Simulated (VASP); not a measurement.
A run of VASP 6.6.1:

Contents of POSCAR:

```
CdTe
1.0
    0.0000000000      3.1912386882      3.1912386882
    3.1912386882      0.0000000000      3.1912386882
    3.1912386882      3.1912386882      0.0000000000
Cd Te
1 1
Direct
    0.0000000000      0.0000000000      0.0000000000
    0.7500000000      0.7500000000      0.7500000000
```

INCAR.step1

```
PREC     = Accurate       # precision mode
ENCUT    = 520            # plane-wave cutoff, eV
ISMEAR   = 0              # smearing method
SIGMA    = 0.01           # smearing width, eV
LREAL    = False          # projectors in reciprocal space
LASPH    = True           # aspherical terms in the spheres
NELM     = 80             # most SCF steps
NBANDS   = 16             # bands
GGA      = PE             # functional
ALGO     = Normal         # electronic algorithm
EDIFF    = 1E-4           # SCF threshold, eV
LWAVE    = True           # write WAVECAR
LCHARG   = False          # write CHGCAR
```

The input INCAR.step2:

```
PREC     = Accurate       # precision mode
ENCUT    = 520            # plane-wave cutoff, eV
EDIFF    = 1E-7           # SCF threshold, eV
ISMEAR   = 0              # smearing method
SIGMA    = 0.01           # smearing width, eV
LREAL    = False          # projectors in reciprocal space
LASPH    = True           # aspherical terms in the spheres
NELM     = 80             # most SCF steps
ALGO     = Normal         # electronic algorithm
ISIF     = 2              # what is computed and relaxed
LWAVE    = False          # write WAVECAR
LCHARG   = True           # write CHGCAR
METAGGA  = R2SCAN         # meta-GGA
LMIXTAU  = True         
LELF     = True           # ELF
LVHAR    = True         
NBANDS   = 16             # bands
ISTART   = 1
```

Contents of KPOINTS:

```
regular mesh
0
Gamma
  8 8 8
```

Potentials or basis: VASP PAW PBE potentials, release 64 (Cd, Te).

The run is started by

```bash
$ cat potpaw_PBE.64/Cd/POTCAR potpaw_PBE.64/Te/POTCAR > POTCAR
$ cp INCAR.step1 INCAR
$ mpirun -np 1 vasp_std > vasp.out
$ cp INCAR.step2 INCAR
$ mpirun -np 1 vasp_std > vasp.out
```

Hardware: 1 thread of AMD EPYC 9R45 (Zen 5) (shared host).

Question: Estimate the wall time of this run.

Answer: Wall time 99 s on 1 thread of AMD EPYC 9R45 (Zen 5) (shared host), peak memory 0.19 GiB. Counts: k points 29.
